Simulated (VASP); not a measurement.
Here is a VASP 6.6.1 calculation.

Contents of INCAR:

```
PREC = Accurate
ENCUT = 520
EDIFF = 1E-7
ISMEAR = -1
SIGMA = 0.01
LREAL = False
LASPH = True
NELM = 150
ALGO = Normal
ISIF = 2
LWAVE = False
LCHARG = False
ISPIN = 2
MAGMOM = -0.07
LORBIT = 11
LMAXMIX = 4
GGA = PE
IVDW = 13
NBANDS = 16
```

The input KPOINTS:

```
Automatic mesh
0
Gamma
  11 11 11
```

POSCAR

```
Ag
1.0
    2.8888847545      0.0000000000      0.0000000000
    1.4444423773      2.5018475860      0.0000000000
    1.4444423773      0.8339491953      2.3587645247
Ag
1
Direct
    0.0000000000      0.0000000000      0.0000000000
```

Potentials or basis: VASP PAW PBE potentials, release 64 (Ag).

The run is started by

```sh
$ cat potpaw_PBE.64/Ag/POTCAR > POTCAR
$ mpirun -np 1 vasp_std > vasp.out
```

What does it give for the net moment?

0.00 μB per cell.

Predict the dispersion energy per atom.

-0.568 eV.

Estimate the pressure.

-0.9 GPa.

Caveat: pairwise dispersion overbinds metals, which lowers pressure and volume.
